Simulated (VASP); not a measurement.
# MgO (Fm-3m) in VASP: a series of runs

Aim: see how the results for MgO move with the level of theory and the settings. Levels: LDA, PBE. Tasks: density of states, vibrations by perturbation theory, elastic constants.

Everything below comes from runs of VASP 6.6.1. Logs are shortened: lines on timing, memory, paths and dates and some standing lists are left out, and cuts for length are marked.

### 1 The cell of the first run

It takes space group Fm-3m (No. 225, cubic). The conventional cell has a = 4.254 Å, b = 4.254 Å, c = 4.254 Å, α = 90.00°, β = 90.00°, γ = 90.00°. Mg (site symmetry m-3m) has 6 O at 2.13 Å within 2.8 Å. Within 2.8 Å of O (site symmetry m-3m) lie 6 Mg at 2.13 Å.

### 2 Density of states, LDA

Contents of POSCAR:

```
MgO
1.0
    0.0000000000      2.1268522620      2.1268522620
    2.1268522620      0.0000000000      2.1268522620
    2.1268522620      2.1268522620      0.0000000000
Mg O
1 1
Direct
    0.0000000000      0.0000000000      0.0000000000
    0.5000000000      0.5000000000      0.5000000000
```

Contents of INCAR.step1:

```
SYSTEM = MgO
PREC = Accurate
ENCUT = 520
EDIFF = 1E-7
ISMEAR = 0
SIGMA = 0.02
LREAL = .False.
LASPH = .True.
NELM = 60
ALGO = Normal
ISIF = 2
LWAVE = .False.
LCHARG = .True.
NBANDS = 11
```

Contents of KPOINTS.step1:

```
regular mesh
0
Gamma
  10 10 10
  0 0 0
```

Contents of INCAR.step2:

```
SYSTEM = MgO
PREC = Accurate
ENCUT = 520
EDIFF = 1E-7
ISMEAR = -5
SIGMA = 0.02
LREAL = .False.
LASPH = .True.
NELM = 60
ALGO = Normal
ISIF = 2
LWAVE = .False.
LCHARG = .False.
LORBIT = 10
NBANDS = 11
NEDOS = 1001
ICHARG = 11
```

Contents of KPOINTS.step2:

```
regular mesh
0
Gamma
  15 15 15
  0 0 0
```

Potentials or basis: VASP PAW LDA potentials, release 64 (Mg, O).

Started as:

```
$ cat potpaw_LDA.64/Mg/POTCAR potpaw_LDA.64/O/POTCAR > POTCAR
$ cp INCAR.step1 INCAR
$ cp KPOINTS.step1 KPOINTS
$ mpirun -np 1 vasp_std > vasp.out
$ cp INCAR.step2 INCAR
$ cp KPOINTS.step2 KPOINTS
$ mpirun -np 1 vasp_std > vasp.out
```

OUTCAR:

```text
SYSTEM = MgO
   PREC = Accurate
   ENCUT = 520
   EDIFF = 1E-7
   ISMEAR = -5
   LREAL = .False.
   LASPH = .True.
   NELM = 60
   ISIF = 2
   LORBIT = 10
   ICHARG = 11

 ion  position               nearest neighbor table
   1  0.000  0.000  0.000-   2 2.13   2 2.13   2 2.13   2 2.13   2 2.13   2 2.13
   2  0.500  0.500  0.500-   1 2.13   1 2.13   1 2.13   1 2.13   1 2.13   1 2.13

  LATTYP: Found a face centered cubic cell.
 ALAT       =     4.2537045240

  Lattice vectors:

 A1 = (   0.0000000000,   2.1268522620,   2.1268522620)
 A2 = (   2.1268522620,   0.0000000000,   2.1268522620)
 A3 = (   2.1268522620,   2.1268522620,   0.0000000000)

Analysis of symmetry for initial positions (statically):
=====================================================================
 Subroutine PRICEL returns:
 Original cell was already a primitive cell.

 Routine SETGRP: Setting up the symmetry group for a
 face centered cubic supercell.

 Subroutine GETGRP returns: Found 48 space group operations
 (whereof 48 operations were pure point group operations)
 out of a pool of 48 trial point group operations.

The static configuration has the point symmetry O_h .

Analysis of symmetry for dynamics (positions and initial velocities):
=====================================================================
 Subroutine PRICEL returns:
 Original cell was already a primitive cell.

 Routine SETGRP: Setting up the symmetry group for a
 face centered cubic supercell.

 Subroutine GETGRP returns: Found 48 space group operations
 (whereof 48 operations were pure point group operations)
 out of a pool of 48 trial point group operations.

The dynamic configuration has the point symmetry O_h .

 Subroutine INISYM returns: Found 48 space group operations
 (whereof 48 operations are pure point group operations),
 and found     1 'primitive' translations

----------------------------------------------------------------------------------------

                                     Primitive cell

  volume of cell :      19.2416

  direct lattice vectors                    reciprocal lattice vectors
     0.000000000  2.126852262  2.126852262    -0.235089202  0.235089202  0.235089202
     2.126852262  0.000000000  2.126852262     0.235089202 -0.235089202  0.235089202
     2.126852262  2.126852262  0.000000000     0.235089202  0.235089202 -0.235089202

  length of vectors
     3.007823314  3.007823314  3.007823314     0.407186441  0.407186441  0.407186441

  position of ions in fractional coordinates (direct lattice)
     0.000000000  0.000000000  0.000000000
     0.500000000  0.500000000  0.500000000

  ion indices of the primitive-cell ions
   primitive index   ion index
                 1           1
                 2           2

----------------------------------------------------------------------------------------

 KPOINTS: regular mesh

Automatic generation of k-mesh.
 Grid dimensions read from file:
 generate k-points for:   15   15   15

 Generating k-lattice:

  Cartesian coordinates                     Fractional coordinates (reciprocal lattice)
    -0.015672613  0.015672613  0.015672613     0.066666667  0.000000000  0.000000000
     0.015672613 -0.015672613  0.015672613     0.000000000  0.066666667  0.000000000
     0.015672613  0.015672613 -0.015672613     0.000000000  0.000000000  0.066666667

  Length of vectors
     0.027145763  0.027145763  0.027145763

  Shift w.r.t. Gamma in fractional coordinates (k-lattice)
     0.000000000  0.000000000  0.000000000

 TETIRR: Found    484 inequivalent tetrahedra from    20250

 Subroutine IBZKPT returns following result:
 ===========================================

 Found    120 irreducible k-points:

 Following reciprocal coordinates:
            Coordinates               Weight
  0.000000  0.000000  0.000000      1.000000
  0.066667  0.000000  0.000000      8.000000
  0.133333  0.000000  0.000000      8.000000
  0.200000  0.000000  0.000000      8.000000
  0.266667  0.000000  0.000000      8.000000
  0.333333  0.000000  0.000000      8.000000
[... 16 lines left out ...]
  0.133333  0.133333  0.000000      6.000000
  0.200000  0.133333  0.000000     24.000000
 [... further k-points ...]
   k-points           NKPTS =    120   k-points in BZ     NKDIM =    120   number of bands    NBANDS=     11
   number of dos      NEDOS =   1001   number of ions     NIONS =      2
   total plane-waves  NPLWV =  13824
   dimension x,y,z NGX =    24 NGY =   24 NGZ =   24
   dimension x,y,z NGXF=    48 NGYF=   48 NGZF=   48
   ions per type =               1   1
   NGX,Y,Z   is equivalent  to a cutoff of  13.27, 13.27, 13.27 a.u.
   NGXF,Y,Z  is equivalent  to a cutoff of  26.53, 26.53, 26.53 a.u.
 SYSTEM =  MgO
   PREC   = accura    normal or accurate (medium, high low for compatibility)
   ISTART =      0    job   : 0-new  1-cont  2-samecut
   ICHARG =     11    charge: 1-file 2-atom 10-const
   ISPIN  =      1    spin polarized calculation?
   LNONCOLLINEAR =      F non collinear calculations
   LSORBIT =      F    spin-orbit coupling
   LASPH  =      T    aspherical Exc in radial PAW
   ENCUT  =  520.0 eV  38.22 Ry    6.18 a.u.   5.59  5.59  5.59*2*pi/ulx,y,z
   NELM   =     60;   NELMIN=  2; NELMDL=  0     # of ELM steps
   EDIFF  = 0.1E-06   stopping-criterion for ELM
   LREAL  =      F    real-space projection
   EDIFFG = 0.1E-05   stopping-criterion for IOM
   NSW    =      0    number of steps for IOM
   IBRION =     -1    ionic relax: 0-MD 1-quasi-New 2-CG
   NFREE  =      0    steps in history (QN), initial steepest desc. (CG)
   ISIF   =      2    stress and relaxation
   ISYM   =      2    0-nonsym 1-usesym 2-fastsym
   POTIM  = 0.5000    time-step for ionic-motion
   TEBEG  =    0.0;   TEEND  =   0.0 temperature during run
   PSTRESS=    0.0 pullay stress
   NELECT =       8.0000    total number of electrons
   NUPDOWN=      -1.0000    fix difference up-down
   EMIN   =  10.00;   EMAX   =-10.00  energy-range for DOS
   EFERMI =   0.00;   METHOD = LEGACY
   ISMEAR =    -5;   SIGMA  =   0.02  broadening in eV -4-tet -1-fermi 0-gaus
   EFERMI_NEDOS =   21; number of points for ismear=-14 and -15
   IALGO  =     38    algorithm
   IMIX   =      4    mixing-type and parameters
     AMIX     =   0.40;   BMIX     =  1.00
     AMIX_MAG =   1.60;   BMIX_MAG =  1.00
  volume/ion in A,a.u.               =       9.62        64.92
  Fermi-wavevector in a.u.,A,eV,Ry     =   1.221868  2.308995 20.312962  1.492961
  Thomas-Fermi vector in A             =   2.357035
   LORBIT       =     10    0 simple, 1 ext, 2 COOP (PROOUT), +10 PAW based schemes
   GGA     = CA    functional components
   LHFCALC =     F    Hartree Fock is set to
   AEXX    =    0.0000 exact exchange contribution
   IVDW    =     0    specifies the selected vdW correction
   LEPSILON=     F    determine dielectric tensor
   LRPA    =     F    only Hartree local field effects (RPA)
 non-spin polarized calculation
 Fermi weights with tetrahedron method with Bloechl corrections
  energy-cutoff  :      520.00
  volume of cell :       19.24
 maximum number of plane-waves:       534

 number of electron       8.0000004 magnetization

 Free energy of the ion-electron system (eV)
  ---------------------------------------------------
  ext. energy  EPLUGINS =         0.00000000
  ---------------------------------------------------
  free energy    TOTEN  =       -13.39124908 eV

  energy without entropy =      -13.39124908  energy(sigma->0) =      -13.39124908

 E-fermi :   2.6886     XC(G=0): -11.4502

 val. band max:        2.6601892290   @ k =   0.0000   0.0000   0.0000
 cond. band min:       7.0344207831   @ k =   0.0000   0.0000   0.0000
 fundamental gap:      4.3742315541
 Fermi energy:         2.6885740542

 k-point     1 :       0.0000    0.0000    0.0000
  band No.  band energies     occupation
      1     -14.1901      2.00000
      2       2.6602      2.00000
      3       2.6602      2.00000
      4       2.6602      2.00000
      5       7.0344      0.00000
      6      18.0247      0.00000
      7      18.0247      0.00000
      8      18.0247      0.00000
      9      21.9732      0.00000
     10      23.5800      0.00000
     11      23.5800      0.00000

 k-point     2 :       0.0667    0.0000    0.0000
  band No.  band energies     occupation
      1     -14.1430      2.00000
      2       2.3451      2.00000
      3       2.6304      2.00000
      4       2.6304      2.00000
      5       7.3387      0.00000
      6      17.3686      0.00000
      7      18.1305      0.00000
      8      18.1305      0.00000
      9      22.8235      0.00000
     10      23.1353      0.00000
     11      23.1353      0.00000

 k-point     3 :       0.1333    0.0000    0.0000
  band No.  band energies     occupation
      1     -14.0069      2.00000
      2       1.5977      2.00000
      3       2.5475      2.00000
      4       2.5475      2.00000
      5       8.0443      0.00000
      6      16.2465      0.00000
      7      18.4029      0.00000
      8      18.4029      0.00000
      9      22.4552      0.00000
     10      22.4552      0.00000
     11      24.0499      0.00000
[... 267 lines left out ...]
 k-point    23 :       0.1333    0.1333    0.0000
  band No.  band energies     occupation
      1     -13.9486      2.00000
      2       1.5182      2.00000
      3       2.4025      2.00000
      4       2.4025      2.00000
      5       8.3706      0.00000
      6      15.7332      0.00000
      7      18.5511      0.00000
      8      18.5511      0.00000
      9      20.5796      0.00000
     10      24.1139      0.00000
     11      25.4407      0.00000

 k-point    24 :       0.2000    0.1333    0.0000
  band No.  band energies     occupation
      1     -13.7965      2.00000
      2       0.9446      2.00000
      3       2.2744      2.00000
      4       2.2810      2.00000
      5       9.0066      0.00000
      6      14.9954      0.00000
      7      18.6986      0.00000
      8      18.8117      0.00000
      9      19.8843      0.00000
     10      24.1051      0.00000
     11      26.1812      0.00000

 [... further k-points ...]
[... 5 lines left out ...]
  --------------------------------------------------------------------------------------
  -------------------------------------------------------------------------------------
  Total       -1.4147868     -1.4147868     -1.4147868     -0.0000000     -0.0000000     -0.0000000
  in kB     -117.8038830   -117.8038830   -117.8038830     -0.0000000     -0.0000000     -0.0000000
  external PRESSURE =    -117.8038830 kB  Pullay stress =       0.0000000 kB

 VOLUME and BASIS-vectors are now :
 -----------------------------------------------------------------------------
  energy-cutoff  :      520.00
  volume of cell :       19.24
      direct lattice vectors                 reciprocal lattice vectors
     0.000000000  2.126852262  2.126852262    -0.235089202  0.235089202  0.235089202
     2.126852262  0.000000000  2.126852262     0.235089202 -0.235089202  0.235089202
     2.126852262  2.126852262  0.000000000     0.235089202  0.235089202 -0.235089202

 POSITION                                       TOTAL-FORCE (eV/Angst)
 -----------------------------------------------------------------------------------
      0.00000      0.00000      0.00000         0.000000      0.000000      0.000000
      2.12685      2.12685      2.12685        -0.000000     -0.000000     -0.000000
 -----------------------------------------------------------------------------------
    total drift:                               -0.000000     -0.000000      0.000000

  FREE ENERGIE OF THE ION-ELECTRON SYSTEM (eV)
  ---------------------------------------------------
  free  energy   TOTEN  =       -13.3912490826 eV

  energy  without entropy=      -13.3912490826  energy(sigma->0) =      -13.39124908

 total charge

# of ion       s       p       d       tot
------------------------------------------
    1        0.150   0.179   0.074   0.403
    2        1.530   3.520   0.000   5.049
--------------------------------------------------
tot          1.680   3.698   0.074   5.452
```

It took 14 s on 1 thread of Intel Xeon Platinum 8375C at 2.90GHz (Ice Lake), shared host; peak memory 0.14 GiB.

Results:

* Valence electrons inside the program's atomic spheres: Mg 0.40; O 5.05

### 3 Vibrations by perturbation theory, PBE

Contents of INCAR:

```
ALGO = Normal
EDIFF = 1E-8
ENCUT = 520
GGA = PE
IBRION = 8
ISIF = 2
ISMEAR = 0
LASPH = T
LCHARG = T
LEPSILON = T
LREAL = F
LWAVE = F
NBANDS = 11
NELM = 60
NSW = 1
PREC = Accurate
SIGMA = 0.01
```

Contents of KPOINTS:

```
k-points
0
Gamma
  10 10 10
```

Contents of POSCAR:

```
MgO
1.0
    0.0000000000      2.1268779578      2.1268779578
    2.1268779578      0.0000000000      2.1268779578
    2.1268779578      2.1268779578      0.0000000000
Mg O
1 1
Direct
    0.0000000000      0.0000000000      0.0000000000
    0.5000000000      0.5000000000      0.5000000000
```

Potentials or basis: VASP PAW PBE potentials, release 64 (Mg, O).

Started as:

```
$ cat potpaw_PBE.64/Mg/POTCAR potpaw_PBE.64/O/POTCAR > POTCAR
$ mpirun -np 1 vasp_std > vasp.out
```

OUTCAR:

```text
EDIFF = 1E-8
   ENCUT = 520
   GGA = PE
   IBRION = 8
   ISIF = 2
   ISMEAR = 0
   LASPH = T
   LEPSILON = T
   LREAL = F
   NELM = 60
   NSW = 1
   PREC = Accurate

 ion  position               nearest neighbor table
   1  0.000  0.000  0.000-   2 2.13   2 2.13   2 2.13   2 2.13   2 2.13   2 2.13
   2  0.500  0.500  0.500-   1 2.13   1 2.13   1 2.13   1 2.13   1 2.13   1 2.13

  LATTYP: Found a face centered cubic cell.
 ALAT       =     4.2537559156
[... 665 lines left out ...]
      2.126878  2.126878  2.126878     0.000000    0.599294    0.494768
[... 21 lines left out ...]
   6 f/i=    0.010390 THz     0.065282 2PiTHz    0.346572 cm-1     0.042969 meV
             X         Y         Z           dx          dy          dz
      0.000000  0.000000  0.000000     0.000000    0.286162    0.722537
      2.126878  2.126878  2.126878     0.000000    0.231733    0.585108

--------------------------------------------------------------------------------------------------------

 MACROSCOPIC STATIC DIELECTRIC TENSOR IONIC CONTRIBUTION
 ------------------------------------------------------
           7.691431    -0.000000     0.000000
          -0.000000     7.691431    -0.000000
           0.000000    -0.000000     7.691431
 ------------------------------------------------------

 ELASTIC MODULI CONTR FROM IONIC RELAXATION (kBar)
 Direction    XX          YY          ZZ          XY          YZ          ZX
 --------------------------------------------------------------------------------
 XX           0.0000      0.0000      0.0000      0.0000      0.0000      0.0000
 YY           0.0000      0.0000      0.0000      0.0000      0.0000      0.0000
 ZZ           0.0000      0.0000      0.0000      0.0000      0.0000      0.0000
 XY           0.0000      0.0000      0.0000      0.0000      0.0000      0.0000
 YZ           0.0000      0.0000      0.0000      0.0000      0.0000      0.0000
 ZX           0.0000      0.0000      0.0000      0.0000      0.0000      0.0000
 --------------------------------------------------------------------------------

 PIEZOELECTRIC TENSOR IONIC CONTR  for field in x, y, z        (C/m^2)
          XX          YY          ZZ          XY          YZ          ZX
  --------------------------------------------------------------------------------
  x     0.00000     0.00000     0.00000     0.00000     0.00000     0.00000
  y     0.00000     0.00000     0.00000     0.00000     0.00000     0.00000
  z     0.00000     0.00000     0.00000     0.00000     0.00000     0.00000
```

Wall time 93 s (1 thread of Intel Xeon Platinum 8488C (Sapphire Rapids), shared host); peak memory 0.19 GiB.

Results:

```yaml
Electronic_dielectric_tensor_diagonal: 3.17
Born_charges_mean_of_the_diagonal: Mg +1.98; O -1.98 e
Highest_phonon_frequency_at_Γ_LO-TO_splitting_left_out: 368 cm⁻¹
```

Phonon frequencies in cm⁻¹ (negative: imaginary):
```
              q point        frequencies
(0.000, 0.000, 0.000)  0 0 0 368 368 368
```

Electronic dielectric tensor:
```
3.17 0.00 0.00
0.00 3.17 0.00
0.00 0.00 3.17
```

Born effective charge tensors (e):
atom 1, Mg
```
1.98 0.00 0.00
0.00 1.98 0.00
0.00 0.00 1.98
```
atom 2, O
```
-1.98  0.00  0.00
 0.00 -1.98  0.00
 0.00  0.00 -1.98
```

### 4 Elastic constants, PBE

Contents of INCAR:

```
SYSTEM = MgO
PREC = Accurate ; ENCUT = 600
EDIFF = 1E-8 ; ISMEAR = 0
SIGMA = 0.01 ; LREAL = .FALSE.
LASPH = .TRUE. ; NELM = 60
ALGO = Normal ; ISIF = 3
LWAVE = .FALSE. ; LCHARG = .TRUE.
GGA = PE ; NBANDS = 11
IBRION = 6 ; NFREE = 2
POTIM = 0.015 ; NSW = 1
```

Contents of KPOINTS:

```
regular mesh
0
G
  10 10 10
  0 0 0
```

POSCAR is that of step 3.

Started as:

```
$ cat potpaw_PBE.64/Mg/POTCAR potpaw_PBE.64/O/POTCAR > POTCAR
$ mpirun -np 1 vasp_std > vasp.out
```

Wall time 3.1 min (1 thread of Intel Xeon Platinum 8488C (Sapphire Rapids), shared host); peak memory 0.26 GiB.

The run converged. Its results:

- Elastic constants C11, C12, C44: 267, 90, 142 GPa
- Voigt bulk modulus: 149 GPa
- Highest phonon frequency at Γ, LO-TO splitting left out: 368 cm⁻¹

Phonon frequencies in cm⁻¹ (negative: imaginary):
```
              q point        frequencies
(0.000, 0.000, 0.000)  0 0 0 368 368 368
```

Elastic tensor in Voigt notation (GPa, in the Cartesian axes of the cell as first typed):
```
267  90  90   0   0   0
 90 267  90   0   0   0
 90  90 267   0   0   0
  0   0   0 142   0   0
  0   0   0   0 142   0
  0   0   0   0   0 142
```

Clamped-ion elastic tensor (GPa):
```
267  90  90   0   0   0
 90 267  90   0   0   0
 90  90 267   0   0   0
  0   0   0 142   0   0
  0   0   0   0 142   0
  0   0   0   0   0 142
```
